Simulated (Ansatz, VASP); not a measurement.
# Two plane-wave programs on MgO

The input INCAR:

```
SYSTEM = MgO
PREC     = Accurate       ! precision mode
ENCUT    = 840            ! plane-wave cutoff, eV
EDIFF    = 1E-6           ! SCF threshold, eV
ISMEAR   = -1             ! smearing method
SIGMA    = 0.02           ! smearing width, eV
LREAL    = .FALSE.        ! projectors in reciprocal space
LASPH    = .TRUE.         ! aspherical terms in the spheres
NELM     = 120            ! most SCF steps
ALGO     = Normal         ! electronic algorithm
ISIF     = 2              ! what is computed and relaxed
LWAVE    = .FALSE.        ! write WAVECAR
LCHARG   = .FALSE.        ! write CHGCAR
GGA      = PE             ! functional
NBANDS   = 15             ! bands
GGA_COMPAT= .FALSE.
```

The input KPOINTS:

```
regular mesh
0
G
  8 8 8
  0 0 0
```

File POSCAR:

```
MgO
1.0
    0.0000000000      2.1410000000      2.1410000000
    2.1410000000      0.0000000000      2.1410000000
    2.1410000000      2.1410000000      0.0000000000
Mg O
1 1
Direct
    0.0000000000      0.0000000000      0.0000000000
    0.5000000000      0.5000000000      0.5000000000
```

Input for Ansatz:

```yaml
crystal:
  lattice:
    - [0.0, 2.141, 2.141]
    - [2.141, 0.0, 2.141]
    - [2.141, 2.141, 0.0]
  atoms:
    - { symbol: Mg, position: [0.0, 0.0, 0.0] }
    - { symbol: O, position: [0.5, 0.5, 0.5] }
hamiltonian:
  xc: pbe
  pseudopotentials: { kind: paw }
basis:
  ecutwfc: 420
kpoints:
  mp_grid: { grid: [8, 8, 8] }
scf:
  occupations: { method: fermi_dirac, width: 0.02 }
  lower_state_search: "off"
  algorithm: density_mixing
  max_iter: 80
  mixing: { algorithm: msr1, preconditioner: none }
output:
  forces: true
  stress: true
```

Alike in both runs: task single point; functional PBE; k mesh 8 × 8 × 8; occupations fermi-dirac, width 0.02 eV; no spin polarisation.

|  | VASP | Ansatz |
| --- | --- | --- |
| version | VASP 6.6.1 | Ansatz 0.2.0 |
| potentials or method | VASP PAW PBE potentials, release 64 (Mg_sv, O), cutoff 840 eV | PAW, plane waves, scalar-relativistic |
| valence electrons in the cell | 16 | 16 |

```csv
,VASP,Ansatz,Ansatz less VASP
pressure (GPa),-2.8,-2.8,-0.01
```
